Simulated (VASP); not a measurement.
# NbC2 in VASP: a series of runs, part 2 of 2

VASP 6.6.1.

### 3 Relaxation of cell and atoms, PBE

This run uses another cell than the first one, of 16.61 Å³/atom, 1.466 times its volume.

INCAR

```
PREC = Accurate
ENCUT = 600
EDIFF = 1E-7
ISMEAR = 0
SIGMA = 0.2
LREAL = F
LASPH = T
NELM = 120
ALGO = Normal
ISIF = 3
LWAVE = F
LCHARG = F
GGA = PE
IBRION = 2
NSW = 36
EDIFFG = -0.08
GGA_COMPAT = F
NELMIN = 4
```

KPOINTS

```
Automatic mesh
0
Gamma
  5 5 5
```

POSCAR

```
NbC2
1.0
    2.5148750200      1.4519637700      2.2741417500
   -2.5148750200      1.4519637700      2.2741417500
    0.0000000000     -2.9039275400      2.2741417500
Nb C
1 2
Direct
    0.0000000000      0.0000000000      0.0000000000
    0.6730675000      0.6730675000      0.6730675000
    0.3269325000      0.3269325000      0.3269325000
```

Potentials or basis: VASP PAW PBE potentials, release 64 (Nb_sv, C).

Run with:

```sh
$ cat potpaw_PBE.64/Nb_sv/POTCAR potpaw_PBE.64/C/POTCAR > POTCAR
$ mpirun -np 1 vasp_std > vasp.out
```

OUTCAR:

```text
PREC = Accurate
   ENCUT = 600
   EDIFF = 1E-7
   ISMEAR = 0
   LREAL = F
   LASPH = T
   NELM = 120
   ISIF = 3
   GGA = PE
   IBRION = 2
   NSW = 36
   EDIFFG = -0.08
   NELMIN = 4

 ion  position               nearest neighbor table
   1  0.000  0.000  0.000-   2 2.23   3 2.23
   2  0.673  0.673  0.673-   1 2.23
   3  0.327  0.327  0.327-   1 2.23

  LATTYP: Found a trigonal (rhomboedric) cell.
 ALAT       =     3.6884299986
 COS(alpha) =     0.0702210305

  Lattice vectors:

 A1 = (   2.5148750200,   1.4519637700,   2.2741417500)
 A2 = (  -2.5148750200,   1.4519637700,   2.2741417500)
 A3 = (   0.0000000000,  -2.9039275400,   2.2741417500)

Analysis of symmetry for initial positions (statically):
=====================================================================
 Subroutine PRICEL returns:
 Original cell was already a primitive cell.

 Routine SETGRP: Setting up the symmetry group for a
 trigonal (rhombohedral) supercell.

 Subroutine GETGRP returns: Found 12 space group operations
 (whereof 12 operations were pure point group operations)
 out of a pool of 12 trial point group operations.

The static configuration has the point symmetry D_3d.

Analysis of symmetry for dynamics (positions and initial velocities):
=====================================================================
 Subroutine PRICEL returns:
 Original cell was already a primitive cell.

 Routine SETGRP: Setting up the symmetry group for a
 trigonal (rhombohedral) supercell.

 Subroutine GETGRP returns: Found 12 space group operations
 (whereof 12 operations were pure point group operations)
 out of a pool of 12 trial point group operations.

The dynamic configuration has the point symmetry D_3d.

 Subroutine INISYM returns: Found 12 space group operations
 (whereof 12 operations are pure point group operations),
 and found     1 'primitive' translations

----------------------------------------------------------------------------------------

                                     Primitive cell

  volume of cell :      49.8243

  direct lattice vectors                    reciprocal lattice vectors
     2.514875020  1.451963770  2.274141750     0.198817037  0.114787070  0.146575443
    -2.514875020  1.451963770  2.274141750    -0.198817037  0.114787070  0.146575443
     0.000000000 -2.903927540  2.274141750     0.000000000 -0.229574140  0.146575443

  length of vectors
     3.688429999  3.688429999  3.688429999     0.272375928  0.272375928  0.272375928

  position of ions in fractional coordinates (direct lattice)
     0.000000000  0.000000000  0.000000000
     0.673067500  0.673067500  0.673067500
     0.326932500  0.326932500  0.326932500

  ion indices of the primitive-cell ions
   primitive index   ion index
                 1           1
                 2           2
                 3           3

----------------------------------------------------------------------------------------

 KPOINTS: Automatic mesh

Automatic generation of k-mesh.
 Grid dimensions read from file:
 generate k-points for:    5    5    5

 Generating k-lattice:

  Cartesian coordinates                     Fractional coordinates (reciprocal lattice)
     0.039763407  0.022957414  0.029315089     0.200000000  0.000000000 -0.000000000
    -0.039763407  0.022957414  0.029315089     0.000000000  0.200000000 -0.000000000
     0.000000000 -0.045914828  0.029315089    -0.000000000 -0.000000000  0.200000000
[... 59 lines left out ...]
   POTIM  = 0.5000    time-step for ionic-motion
   TEBEG  =    0.0;   TEEND  =   0.0 temperature during run
   PSTRESS=    0.0 pullay stress
   NELECT =      21.0000    total number of electrons
   NUPDOWN=      -1.0000    fix difference up-down
   EMIN   =  10.00;   EMAX   =-10.00  energy-range for DOS
   EFERMI =   0.00;   METHOD = LEGACY
   ISMEAR =     0;   SIGMA  =   0.20  broadening in eV -4-tet -1-fermi 0-gaus
   EFERMI_NEDOS =   21; number of points for ismear=-14 and -15
   IALGO  =     38    algorithm
   IMIX   =      4    mixing-type and parameters
     AMIX     =   0.40;   BMIX     =  1.00
     AMIX_MAG =   1.60;   BMIX_MAG =  1.00
  volume/ion in A,a.u.               =      16.61       112.08
  Fermi-wavevector in a.u.,A,eV,Ry     =   1.227442  2.319529 20.498722  1.506614
  Thomas-Fermi vector in A             =   2.362405
   LORBIT       =      0    0 simple, 1 ext, 2 COOP (PROOUT), +10 PAW based schemes
   GGA     = PE    functional components
   LHFCALC =     F    Hartree Fock is set to
   AEXX    =    0.0000 exact exchange contribution
   IVDW    =     0    specifies the selected vdW correction
   LEPSILON=     F    determine dielectric tensor
   LRPA    =     F    only Hartree local field effects (RPA)
 conjugate gradient relaxation of ions
 non-spin polarized calculation
 Gauss-broadening in eV      SIGMA  =   0.20
  energy-cutoff  :      600.00
  volume of cell :       49.82
 maximum number of plane-waves:      1677
 NGX is ok and might be reduce to    30
   NGX = 15   NGY = 15   NGZ = 15

--------------------------------------- Ionic step        1  -------------------------------------------

 number of electron      21.0000000 magnetization

 Free energy of the ion-electron system (eV)
  ---------------------------------------------------
  ext. energy  EPLUGINS =         0.00000000
  ---------------------------------------------------
  free energy    TOTEN  =       -20.71488389 eV

  energy without entropy =      -20.65637478  energy(sigma->0) =      -20.68562934

------------------------ aborting loop because EDIFF is reached ----------------------------------------

  FORCE on cell =-STRESS in cart. coord.  units (eV):
  Direction    XX          YY          ZZ          XY          YZ          ZX
  --------------------------------------------------------------------------------------
  -------------------------------------------------------------------------------------
  Total       -9.7074496     -9.7074496    -16.2783900      0.0000000      0.0000000     -0.0000000
  in kB     -312.1582068   -312.1582069   -523.4570632      0.0000000      0.0000000     -0.0000000
  external PRESSURE =    -382.5911590 kB  Pullay stress =       0.0000000 kB
[... 92 lines left out ...]
  FREE ENERGIE OF THE ION-ELECTRON SYSTEM (eV)
  ---------------------------------------------------
  free  energy   TOTEN  =       -23.3428588491 eV

  energy  without entropy=      -23.3204825536  energy(sigma->0) =      -23.33167070

 E-fermi :   7.9991     XC(G=0): -11.9306

 val. band max:        7.8583396541   @ k =  -0.4000   0.4000   0.4000
 cond. band min:       7.9997543661   @ k =   0.4000   0.2000   0.0000
 fundamental gap:      0.1414147119
 Fermi energy:         7.9990736992

 k-point     1 :       0.0000    0.0000    0.0000
  band No.  band energies     occupation
      1     -47.0854      2.00000
      2     -23.3318      2.00000
      3     -22.9779      2.00000
      4     -22.9779      2.00000
      5      -5.0271      2.00000
      6       2.6849      2.00000
      7       3.7465      2.00000
      8       3.7465      2.00000
      9       3.9263      2.00000
     10       8.8625      0.00000
     11       8.8625      0.00000
     12      10.1424      0.00000
     13      10.1424      0.00000
     14      10.6742      0.00000
[... 292 lines left out ...]
      1     -47.0292      2.00000
      2     -23.5394      2.00000
      3     -23.1676      2.00000
      4     -23.1639      2.00000
      5      -2.1763      2.00000
      6      -0.9518      2.00000
      7       3.0458      2.00000
      8       3.7456      2.00000
      9       5.3707      2.00000
     10       7.6634      1.98238
     11       7.8583      1.68033
     12      10.2227      0.00000
     13      11.0395      0.00000
     14      11.7527      0.00000

[... ionic steps 4 to 15 ...]

--------------------------------------- Ionic step       16  -------------------------------------------

 number of electron      21.0000000 magnetization

------------------------ aborting loop because EDIFF is reached ----------------------------------------
[... 69 lines left out ...]
--------------------------------------- Ionic step       18  -------------------------------------------

 number of electron      21.0000000 magnetization

 Free energy of the ion-electron system (eV)
  ---------------------------------------------------
  ext. energy  EPLUGINS =         0.00000000
  ---------------------------------------------------
  free energy    TOTEN  =       -26.81312158 eV

  energy without entropy =      -26.78091965  energy(sigma->0) =      -26.79702061

 E-fermi :  10.8702     XC(G=0): -12.7136

 val. band max:       10.8686755985   @ k =  -0.2000   0.4000   0.2000
 cond. band min:      11.1006563491   @ k =   0.4000   0.2000   0.0000
 fundamental gap:      0.2319807506
 Fermi energy:        10.8702162761

 k-point     1 :       0.0000    0.0000    0.0000
  band No.  band energies     occupation
      1     -44.6766      2.00000
      2     -20.5631      2.00000
      3     -20.5631      2.00000
      4     -20.5439      2.00000
      5      -5.8679      2.00000
      6       4.8502      2.00000
      7       6.0662      2.00000
      8       6.4731      2.00000
      9       6.4731      2.00000
     10       8.3135      2.00000
     11       8.3135      2.00000
     12      12.2535      0.00000
     13      12.2535      0.00000
     14      12.7046      0.00000
[... 334 lines left out ...]
  FREE ENERGIE OF THE ION-ELECTRON SYSTEM (eV)
  ---------------------------------------------------
  free  energy   TOTEN  =       -26.8131215798 eV

  energy  without entropy=      -26.7809196456  energy(sigma->0) =      -26.79702061

 reached required accuracy - stopping structural energy minimisation
```

CONTCAR:

```text
NbC2
   1.00000000000000
     2.1561407023555712    1.2448484150348245    1.8916799665653130
    -2.1561407023555712    1.2448484150348245    1.8916799665653130
     0.0000000000000000   -2.4896968300696489    1.8916799665653130
  Nb              C
     1     2
Direct
     0.0000000000000000    0.0000000000000000    0.0000000000000000
     0.6181910212311211    0.6181910212311211    0.6181910212311211
     0.3818089787688788    0.3818089787688788    0.3818089787688788

  0.00000000E+00  0.00000000E+00  0.00000000E+00
  0.00000000E+00  0.00000000E+00  0.00000000E+00
  0.00000000E+00  0.00000000E+00  0.00000000E+00
```

It took 2.7 min on 1 thread of Intel Xeon 6975P-C (Granite Rapids), shared host; peak memory 0.19 GiB.

Results:

- Free energy: -26.8131 eV
- Relaxed volume: 10.15 Å³/atom
- Relaxed cell: a = 3.127 Å, b = 3.127 Å, c = 3.127 Å, α = 87.19°, β = 87.19°, γ = 87.19°
- Space group after relaxing (to 0.05 Å): R-3m (No. 166)
- Energy gained by relaxing: 2032.7 meV/atom
- Ionic steps: 18
- Pressure after relaxing: -0.1 GPa
- Largest force after relaxing: 0.016 eV/Å

Forces on the atoms (eV/Å):
```
Nb   0.000  0.000  0.000
C    0.000  0.000  0.016
C    0.000  0.000 -0.016
```

Stress tensor (GPa, compression positive):
```
-0.19  0.00  0.00
 0.00 -0.19  0.00
 0.00  0.00  0.00
```

The path:
| step | energy change (eV) | largest force (eV/Å) | pressure (GPa) | volume (Å³) |
| --- | --- | --- | --- | --- |
| 1 | 0.0000 | 0.3459 | -38.26 | 49.82 |
| 2 | 0.7503 | 16.2497 | 112.43 | 26.19 |
| 3 | -2.6280 | 5.7433 | -11.68 | 36.39 |
| 4 | -2.6537 | 6.3663 | -6.71 | 35.53 |
| 5 | -4.8927 | 4.1922 | 63.47 | 24.71 |
| 6 | -4.9938 | 5.7395 | 42.35 | 26.01 |
| 7 | 1.8777 | 60.9555 | 113.75 | 28.49 |
| 8 | -5.4982 | 3.1609 | 36.32 | 26.28 |
| 9 | -5.6235 | 2.0347 | 34.40 | 26.42 |
| 10 | -5.7437 | 0.8424 | 32.96 | 26.76 |
| 11 | -5.8909 | 1.9477 | -15.91 | 31.51 |
| 12 | -6.0073 | 1.0221 | 0.40 | 29.46 |
| 13 | -6.0738 | 1.4707 | 0.81 | 30.74 |
| 14 | -6.0913 | 0.5186 | 0.20 | 30.37 |
| 15 | -6.0977 | 0.1678 | -0.85 | 30.53 |
| 16 | -6.0981 | 0.0420 | -0.68 | 30.50 |
| 17 | -6.0980 | 0.0921 | 0.59 | 30.42 |
| 18 | -6.0982 | 0.0163 | -0.12 | 30.46 |

Final structure:
```cif
data_structure
_symmetry_space_group_name_H-M 'P 1'
_symmetry_Int_Tables_number 1
_cell_length_a 3.1268
_cell_length_b 3.1268
_cell_length_c 3.1268
_cell_angle_alpha 87.191
_cell_angle_beta 87.191
_cell_angle_gamma 87.191
_cell_volume 30.46
loop_
_atom_site_label
_atom_site_type_symbol
_atom_site_fract_x
_atom_site_fract_y
_atom_site_fract_z
_atom_site_occupancy
Nb1 Nb 0.00000 0.00000 0.00000 1
C1 C 0.61819 0.61819 0.61819 1
C2 C 0.38181 0.38181 0.38181 1
```

Levels at points of the mesh, in eV from the Fermi level:
```tsv
k point	band 7	band 8	band 9	band 10	band 11	band 12	band 13	band 14
(0.00, 0.00, 0.00)	-4.80	-4.40	-4.40	-2.56	-2.56	1.38	1.38	1.83
```

Caveat: the volume moved by over 15 % at a fixed basis, so the end points are rough; the relaxation stopped at a loose force limit of 0.08 eV/Å, so its end isn't a converged minimum.
